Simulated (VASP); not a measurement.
**NaI: single point with PBE**

Crystal: NaI.

```
CELL_PARAMETERS angstrom
0.00000 3.29431 3.20288
3.29431 0.00000 3.20288
3.29431 3.29431 0.00000
ATOMIC_POSITIONS crystal
Na 0.00000 0.00000 0.00000
I 0.50000 0.50000 0.50000
```

This cell differs from its parent crystal: epitaxial xy strain +2.0%.

```
Program             : VASP 6.6.1
Task                : single point
Functional          : PBE
Potentials or basis : VASP PAW PBE potentials, release 64 (Na_pv, I)
Cutoff              : 520 eV
k mesh              : 8 × 8 × 8
Occupations         : fermi-dirac, width 0.02 eV
Spin                : no spin polarisation
```

```json
{"Pressure": "0.1 GPa", "Band gap on the k mesh": "3.57 eV"}
```

Stress tensor (GPa, compression positive):
```
-0.16  0.00  0.00
 0.00 -0.16  0.00
 0.00  0.00  0.49
```

Levels at points of the mesh, in eV from the valence-band top:
```tsv
k point	band 4	band 5	band 6	band 7	band 8	band 9	band 10	band 11
(0.00, 0.00, 0.00)	-10.97	-0.04	0.00	0.00	3.57	7.86	7.86	8.04
(0.50, 0.00, 0.00)	-10.68	-2.11	-0.30	-0.26	5.07	7.31	7.52	8.54
(0.50, 0.50, 0.00)	-10.59	-1.83	-0.76	-0.76	4.45	5.54	9.84	11.06
(0.50, 0.00, 0.50)	-10.61	-1.83	-0.76	-0.65	4.48	5.61	9.63	10.96
```

Wall time 24 s on 1 thread of Intel(R) Xeon(R) 6975P-C (Granite Rapids), on a shared host, peak memory 0.23 GiB.

Caveat: the cell differs from its parent crystal (epitaxial xy strain +2.0%); spin-orbit coupling is left out, which moves the levels of the heavy elements.
